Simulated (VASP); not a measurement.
# Bi (P6_3/mmc) in VASP: a series of runs

Runs on Bi. Level: LDA. Tasks: single point.

Everything below comes from runs of VASP 6.6.1. Logs are shortened: lines on timing, memory, paths and dates and some standing lists are left out, and cuts for length are marked.

## (1) The cell of the first run

The structure is hexagonal, space group P6_3/mmc (No. 194). The conventional cell has a = 3.300 Å, b = 3.300 Å, c = 10.997 Å, α = 90.00°, β = 90.00°, γ = 120.00°. Bi (site symmetry -3m) has 12 Bi at 3.30 to 3.34 Å within 4.3 Å. Within 4.3 Å of Bi (site symmetry -6m2) lie 12 Bi at 3.30 to 3.34 Å.

This isn't the form of Bi at room conditions, which is rhombohedral.

## (2) Single point, LDA (25.92 Å³/atom)

Contents of INCAR:

```
PREC = Accurate
ENCUT = 520
EDIFF = 1E-6
ISMEAR = -1
SIGMA = 0.1
LREAL = False
LASPH = True
NELM = 60
ALGO = Normal
ISIF = 2
LWAVE = False
LCHARG = False
NBANDS = 38
```

Contents of KPOINTS:

```
Automatic mesh
0
Gamma
  12 12 3
```

Contents of POSCAR:

```
Bi
1.0
    3.2997020220      0.0000000000      0.0000000000
   -1.6498510110      2.8576257759      0.0000000000
    0.0000000000      0.0000000000     10.9965461456
Bi
4
Direct
    0.0000000000      0.0000000000      0.0000000000
    0.0000000000      0.0000000000      0.5000000000
    0.3333333333      0.6666666667      0.2500000000
    0.6666666667      0.3333333333      0.7500000000
```

Potentials or basis: VASP PAW LDA potentials, release 64 (Bi_d).

Launch:

```sh
> cat potpaw_LDA.64/Bi_d/POTCAR > POTCAR
> mpirun -np 1 vasp_std > vasp.out
```

OUTCAR:

```text
PREC = Accurate
   ENCUT = 520
   EDIFF = 1E-6
   ISMEAR = -1
   LREAL = False
   LASPH = True
   NELM = 60
   ISIF = 2

 ion  position               nearest neighbor table
   1  0.000  0.000  0.000-   3 3.34   4 3.34   3 3.34   4 3.34   4 3.34   3 3.34
   2  0.000  0.000  0.500-   3 3.34   4 3.34   3 3.34   4 3.34   4 3.34   3 3.34
   3  0.333  0.667  0.250-   1 3.34   2 3.34   1 3.34   2 3.34   1 3.34   2 3.34
   4  0.667  0.333  0.750-   1 3.34   2 3.34   1 3.34   2 3.34   1 3.34   2 3.34

  LATTYP: Found a hexagonal cell.
 ALAT       =     3.2997020220
 C/A-ratio  =     3.3325876313

  Lattice vectors:

 A1 = (   3.2997020220,   0.0000000000,   0.0000000000)
 A2 = (  -1.6498510110,   2.8576257759,   0.0000000000)
 A3 = (   0.0000000000,   0.0000000000,  10.9965461456)

Analysis of symmetry for initial positions (statically):
=====================================================================
 Subroutine PRICEL returns:
 Original cell was already a primitive cell.

 Routine SETGRP: Setting up the symmetry group for a
 hexagonal supercell.

 Subroutine GETGRP returns: Found 24 space group operations
 (whereof 12 operations were pure point group operations)
 out of a pool of 24 trial point group operations.

The static configuration has the point symmetry D_3d.
 The point group associated with its full space group is D_6h.

Analysis of symmetry for dynamics (positions and initial velocities):
=====================================================================
 Subroutine PRICEL returns:
 Original cell was already a primitive cell.

 Routine SETGRP: Setting up the symmetry group for a
 hexagonal supercell.

 Subroutine GETGRP returns: Found 24 space group operations
 (whereof 12 operations were pure point group operations)
 out of a pool of 24 trial point group operations.

The dynamic configuration has the point symmetry D_3d.
 The point group associated with its full space group is D_6h.

 Subroutine INISYM returns: Found 24 space group operations
 (whereof 12 operations are pure point group operations),
 and found     1 'primitive' translations

----------------------------------------------------------------------------------------

                                     Primitive cell

  volume of cell :     103.6899

  direct lattice vectors                    reciprocal lattice vectors
     3.299702022  0.000000000  0.000000000     0.303057668  0.174970426  0.000000000
[... 89 lines left out ...]
   NELM   =     60;   NELMIN=  2; NELMDL= -5     # of ELM steps
   EDIFF  = 0.1E-05   stopping-criterion for ELM
   LREAL  =      F    real-space projection
   EDIFFG = 0.1E-04   stopping-criterion for IOM
   NSW    =      0    number of steps for IOM
   IBRION =     -1    ionic relax: 0-MD 1-quasi-New 2-CG
   NFREE  =      0    steps in history (QN), initial steepest desc. (CG)
   ISIF   =      2    stress and relaxation
   ISYM   =      2    0-nonsym 1-usesym 2-fastsym
   POTIM  = 0.5000    time-step for ionic-motion
   TEBEG  =    0.0;   TEEND  =   0.0 temperature during run
   PSTRESS=    0.0 pullay stress
   NELECT =      60.0000    total number of electrons
   NUPDOWN=      -1.0000    fix difference up-down
   EMIN   =  10.00;   EMAX   =-10.00  energy-range for DOS
   EFERMI =   0.00;   METHOD = LEGACY
   ISMEAR =    -1;   SIGMA  =   0.10  broadening in eV -4-tet -1-fermi 0-gaus
   EFERMI_NEDOS =   21; number of points for ismear=-14 and -15
   IALGO  =     38    algorithm
   IMIX   =      4    mixing-type and parameters
     AMIX     =   0.40;   BMIX     =  1.00
     AMIX_MAG =   1.60;   BMIX_MAG =  1.00
  volume/ion in A,a.u.               =      25.92       174.93
  Fermi-wavevector in a.u.,A,eV,Ry     =   1.364205  2.577975 25.321212  1.861057
  Thomas-Fermi vector in A             =   2.490542
   LORBIT       =      0    0 simple, 1 ext, 2 COOP (PROOUT), +10 PAW based schemes
   GGA     = CA    functional components
   LHFCALC =     F    Hartree Fock is set to
   AEXX    =    0.0000 exact exchange contribution
   IVDW    =     0    specifies the selected vdW correction
   LEPSILON=     F    determine dielectric tensor
   LRPA    =     F    only Hartree local field effects (RPA)
 non-spin polarized calculation
  energy-cutoff  :      520.00
  volume of cell :      103.69
 maximum number of plane-waves:      2820
 NGX is ok and might be reduce to    28
   NGX = 13   NGY = 13   NGZ = 41

 number of electron      59.9999996 magnetization

 Free energy of the ion-electron system (eV)
  ---------------------------------------------------
  ext. energy  EPLUGINS =         0.00000000
  ---------------------------------------------------
  free energy    TOTEN  =       -17.37538908 eV

  energy without entropy =      -17.31023322  energy(sigma->0) =      -17.34281115

 E-fermi :  10.2344     XC(G=0): -11.4274

 val. band max:       10.2139997673   @ k =   0.4167   0.0833   0.3333
 cond. band min:      10.2943758773   @ k =   0.2500   0.1667   0.3333
 fundamental gap:      0.0803761100
 Fermi energy:        10.2344007689

 k-point     1 :       0.0000    0.0000    0.0000
  band No.  band energies     occupation
      1     -12.9705      2.00000
      2     -12.9678      2.00000
      3     -12.9659      2.00000
      4     -12.9646      2.00000
      5     -12.9625      2.00000
      6     -12.9625      2.00000
[... 973 lines left out ...]
     37      15.9615      0.00000
     38      16.0267      0.00000

 [... further k-points ...]

------------------------ aborting loop because EDIFF is reached ----------------------------------------

  FORCE on cell =-STRESS in cart. coord.  units (eV):
  Direction    XX          YY          ZZ          XY          YZ          ZX
  --------------------------------------------------------------------------------------
  -------------------------------------------------------------------------------------
  Total        7.0762848      7.0762848      6.9560218      0.0000000      0.0000000      0.0000000
  in kB      109.3401101    109.3401101    107.4818513      0.0000000      0.0000000      0.0000000
  external PRESSURE =     108.7206905 kB  Pullay stress =       0.0000000 kB

 VOLUME and BASIS-vectors are now :
 -----------------------------------------------------------------------------
  energy-cutoff  :      520.00
  volume of cell :      103.69
      direct lattice vectors                 reciprocal lattice vectors
     3.299702022  0.000000000  0.000000000     0.303057668  0.174970426  0.000000000
    -1.649851011  2.857625776  0.000000000     0.000000000  0.349940852  0.000000000
     0.000000000  0.000000000 10.996546146     0.000000000  0.000000000  0.090937644

 POSITION                                       TOTAL-FORCE (eV/Angst)
 -----------------------------------------------------------------------------------
      0.00000      0.00000      0.00000        -0.000000      0.000000      0.000000
      0.00000      0.00000      5.49827        -0.000000      0.000000      0.000000
     -0.00000      1.90508      2.74914         0.000000     -0.000000     -0.000000
      1.64985      0.95254      8.24741        -0.000000      0.000000     -0.000000
 -----------------------------------------------------------------------------------
    total drift:                                0.000000     -0.000000      0.000000

  FREE ENERGIE OF THE ION-ELECTRON SYSTEM (eV)
  ---------------------------------------------------
  free  energy   TOTEN  =       -17.3753890792 eV

  energy  without entropy=      -17.3102332226  energy(sigma->0) =      -17.34281115
```

stdout:

```text
POSCAR found type information on POSCAR Bi
 POSCAR found :  1 types and       4 ions
 scaLAPACK will be used
 LDA part: xc-table for (Slater(with rela. corr.)+CA(PZ))
 , standard interpolation
 POSCAR, INCAR and KPOINTS ok, starting setup
 FFT: planning ... GRIDC
 FFT: planning ... GRID_SOFT
 FFT: planning ... GRID
 WAVECAR not read
 entering main loop
```

It took 1.8 min on 1 thread of Intel Xeon Platinum 8488C (Sapphire Rapids), shared host; peak memory 0.25 GiB.

Results:

| Quantity | Value |
| --- | --- |
| Free energy | -17.3754 eV |
| Pressure | 10.9 GPa |
| Band gap on the k mesh | zero (bands 30 and 31 overlap by 7.67 eV) |

Stress tensor (GPa, compression positive):
```
10.93  0.00  0.00
 0.00 10.93  0.00
 0.00  0.00 10.75
```

Levels at points of the mesh, in eV from the Fermi level:
```tsv
k point	band 27	band 28	band 29	band 30	band 31	band 32	band 33	band 34
(0.00, 0.00, 0.00)	-1.29	4.41	4.41	5.29	5.29	5.30	5.30	5.90
(0.50, 0.00, 0.00)	-4.55	-4.05	-1.90	-0.97	0.51	1.84	1.93	1.94
```

Caveat: the cell stands under pressure; spin-orbit coupling is left out, which moves the levels of the heavy elements.

## (3) Single point, LDA (27.10 Å³/atom)

This run uses another cell than the first one, of 27.10 Å³/atom.

Contents of INCAR:

```
ALGO     = Normal         # electronic algorithm
EDIFF    = 1E-7           # SCF threshold, eV
ENCUT    = 520            # plane-wave cutoff, eV
GGA      = CA             # functional
ISIF     = 2              # what is computed and relaxed
ISMEAR   = -1             # smearing method
LASPH    = True           # aspherical terms in the spheres
LCHARG   = False          # write CHGCAR
LREAL    = False          # projectors in reciprocal space
LWAVE    = False          # write WAVECAR
NBANDS   = 38             # bands
NELM     = 60             # most SCF steps
PREC     = Accurate       # precision mode
SIGMA    = 0.1            # smearing width, eV
```

Contents of KPOINTS:

```
k-points
0
Gamma
  12 12 3
```

Contents of POSCAR:

```
Bi
1.0
    3.3489585678      0.0000000000      0.0000000000
   -1.6744792839      2.9002831959      0.0000000000
    0.0000000000      0.0000000000     11.1606979009
Bi
4
Direct
    0.0000000000      0.0000000000      0.0000000000
    0.0000000000      0.0000000000      0.5000000000
    0.3333333333      0.6666666667      0.2500000000
    0.6666666667      0.3333333333      0.7500000000
```

Potentials or basis: VASP PAW LDA potentials, release 64 (Bi_d).

Launch:

```sh
> cat potpaw_LDA.64/Bi_d/POTCAR > POTCAR
> mpirun -np 1 vasp_std > vasp.out
```

Run time: 1.9 min. Hardware: 1 thread of Intel Xeon Platinum 8488C (Sapphire Rapids), shared host; peak memory 0.26 GiB.

It converged, with:

* Free energy: -17.6295 eV
* Pressure: 6.4 GPa
* Band gap on the k mesh: zero (bands 30 and 31 overlap by 7.28 eV)

Levels at points of the mesh, in eV from the Fermi level:
```csv
k point,band 26,band 27,band 28,band 29,band 30,band 31,band 32,band 33,band 34,band 35
"(0.00, 0.00, 0.00)",-1.29,-1.29,4.18,4.18,5.00,5.00,5.02,5.02,5.58,6.01
"(0.50, 0.00, 0.00)",-5.68,-4.39,-3.91,-1.79,-0.92,0.50,1.73,1.84,1.86,2.77
```

Caveat: the cell stands under pressure; spin-orbit coupling is left out, which moves the levels of the heavy elements.

## (4) Single point, LDA (28.28 Å³/atom)

This run uses another cell than the first one, of 28.28 Å³/atom.

Contents of INCAR:

```
PREC     = Accurate       # precision mode
ENCUT    = 520            # plane-wave cutoff, eV
EDIFF    = 1E-6           # SCF threshold, eV
ISMEAR   = -1             # smearing method
SIGMA    = 0.1            # smearing width, eV
LREAL    = False          # projectors in reciprocal space
LASPH    = True           # aspherical terms in the spheres
NELM     = 100            # most SCF steps
ALGO     = Normal         # electronic algorithm
ISIF     = 2              # what is computed and relaxed
LWAVE    = False          # write WAVECAR
LCHARG   = False          # write CHGCAR
GGA      = CA             # functional
NBANDS   = 38             # bands
```

Contents of KPOINTS:

```
regular mesh
0
Gamma
  12 12 3
```

Contents of POSCAR:

```
Bi
1.0
    3.3968072976      0.0000000000      0.0000000000
   -1.6984036488      2.9417214115      0.0000000000
    0.0000000000      0.0000000000     11.3201579862
Bi
4
Direct
    0.0000000000      0.0000000000      0.0000000000
    0.0000000000      0.0000000000      0.5000000000
    0.3333333333      0.6666666667      0.2500000000
    0.6666666667      0.3333333333      0.7500000000
```

Launch:

```sh
> cat potpaw_LDA.64/Bi_d/POTCAR > POTCAR
> mpirun -np 1 vasp_std > vasp.out
```

It took 91 s on 1 thread of Intel Xeon Platinum 8488C (Sapphire Rapids), shared host; peak memory 0.26 GiB.

Results (log left out):

- Free energy: -17.7643 eV
- Pressure: 2.7 GPa
- Band gap on the k mesh: zero (bands 30 and 31 overlap by 6.91 eV)

Stress tensor (GPa, compression positive):
```
2.66 0.00 0.00
0.00 2.66 0.00
0.00 0.00 2.89
```

Levels at points of the mesh, in eV from the Fermi level:
```tsv
k point	band 27	band 28	band 29	band 30	band 31	band 32	band 33	band 34
(0.00, 0.00, 0.00)	-1.28	3.97	3.97	4.74	4.74	4.76	4.76	5.29
(0.50, 0.00, 0.00)	-4.23	-3.77	-1.69	-0.86	0.50	1.64	1.77	1.79
```

Caveat: spin-orbit coupling is left out, which moves the levels of the heavy elements.

## (5) The runs side by side

| cell | gap on the mesh (eV) | pressure (GPa) |
| --- | --- | --- |
| a = 3.300, b = 3.300, c = 10.997 Å, angles 90.0, 90.0, 120.0°, 4 atoms | none | 10.9 |
| a = 3.349, b = 3.349, c = 11.161 Å, angles 90.0, 90.0, 120.0°, 4 atoms | none | 6.4 |
| a = 3.397, b = 3.397, c = 11.320 Å, angles 90.0, 90.0, 120.0°, 4 atoms | none | 2.7 |

Alike in all rows: task single point; level LDA; potentials or basis VASP PAW LDA potentials, release 64 (Bi_d); no spin polarisation; k mesh 12 × 12 × 3; cutoff (eV) 520; smearing fermi-dirac 0.1 eV.

Caveats: spin-orbit coupling is left out, which moves the levels of the heavy elements; the cell stands under pressure (at least some runs).

Absolute energies hang on the potentials; compare differences alone.
